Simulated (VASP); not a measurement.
Wanted: the native input for a VASP 6.6.1 run.

```
Task                   : single point
Functional             : LDA
Potentials or basis    : VASP PAW LDA potentials, release 64 (Zn, Ag)
Cutoff                 : 520 eV
k mesh                 : 12 × 12 × 12
Occupations            : fermi-dirac, width 0.03 eV
Spin                   : no spin polarisation
Dipole correction      : no
Further INCAR settings : ALGO = Normal; EDIFF = 1e-06; NBANDS = 18
```

The structure of ZnAg lies in POSCAR:

```
ZnAg
1.0
    3.0915737591      0.0000000000      0.0000000000
    0.0000000000      3.0915737591      0.0000000000
    0.0000000000      0.0000000000      3.0915737591
Zn Ag
1 1
Direct
    0.5000000000      0.5000000000      0.5000000000
    0.0000000000      0.0000000000      0.0000000000
```

The input as run:

INCAR

```
SYSTEM = ZnAg
PREC = Accurate
ENCUT = 520
EDIFF = 1E-6
ISMEAR = -1
SIGMA = 0.03
LREAL = .False.
LASPH = .True.
NELM = 60
ALGO = Normal
ISIF = 2
LWAVE = .False.
LCHARG = .False.
GGA = CA
NBANDS = 18
```

KPOINTS

```
Automatic mesh
0
Gamma
  12 12 12
  0 0 0
```

Potentials or basis: VASP PAW LDA potentials, release 64 (Zn, Ag).

Run with:

```sh
$ cat potpaw_LDA.64/Zn/POTCAR potpaw_LDA.64/Ag/POTCAR > POTCAR
$ mpirun -np 1 vasp_std > vasp.out
```

It gave:

- Pressure: -1.2 GPa
- Band gap on the k mesh: zero (an odd number of electrons rules out a gap without spin polarisation)

It took 8.7 s on 1 thread of Intel(R) Xeon(R) 6975P-C (Granite Rapids) (shared host), peak memory 0.16 GiB.
